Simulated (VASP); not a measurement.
Here is a VASP 6.6.1 calculation.

POSCAR

```
Sb
1.0
    3.1600000000      0.0000000000      0.0000000000
    0.0000000000      3.1600000000      0.0000000000
    0.0000000000      0.0000000000      3.1600000000
Sb
1
Direct
    0.0000000000      0.0000000000      0.0000000000
```

The input INCAR.step1:

```
SYSTEM = Sb
ALGO = Normal
EDIFF = 1E-5
ENCUT = 400
GGA = PE
GGA_COMPAT = .FALSE.
ISIF = 2
ISMEAR = -1
LASPH = .TRUE.
LCHARG = .FALSE.
LREAL = .FALSE.
LWAVE = .TRUE.
NBANDS = 14
NELM = 120
PREC = Accurate
SIGMA = 0.05
```

INCAR.step2

```
SYSTEM = Sb
AEXX = 0.4
ALGO = Normal
EDIFF = 1E-6
ENCUT = 400
GGA = PE
GGA_COMPAT = .FALSE.
HFSCREEN = 0.2
ISIF = 2
ISMEAR = -1
ISTART = 1
LASPH = .TRUE.
LCHARG = .FALSE.
LHFCALC = .TRUE.
LREAL = .FALSE.
LWAVE = .FALSE.
NBANDS = 14
NELM = 120
PREC = Accurate
PRECFOCK = Normal
SIGMA = 0.05
```

File KPOINTS:

```
k-points
0
G
  4 4 4
  0 0 0
```

Potentials or basis: VASP PAW PBE potentials, release 64 (Sb_d_GW).

Command:

```console
$ cat potpaw_PBE.64/Sb_d_GW/POTCAR > POTCAR
$ cp INCAR.step1 INCAR
$ mpirun -np 1 vasp_std > vasp.out
$ cp INCAR.step2 INCAR
$ mpirun -np 1 vasp_std > vasp.out
```

(1) Estimate the pressure.

(2) Predict the band gap on the k mesh.

Answers

(1) -7.3 GPa.

(2) zero (an odd number of electrons rules out a gap without spin polarisation).

Caveat: the k points lie up to 0.50 Å⁻¹ apart, too coarse for converged energies and pressures of a metal; the PAW data sets were made with another functional, which shifts forces and pressure a little; spin-orbit coupling is left out, which moves the levels of the heavy elements.
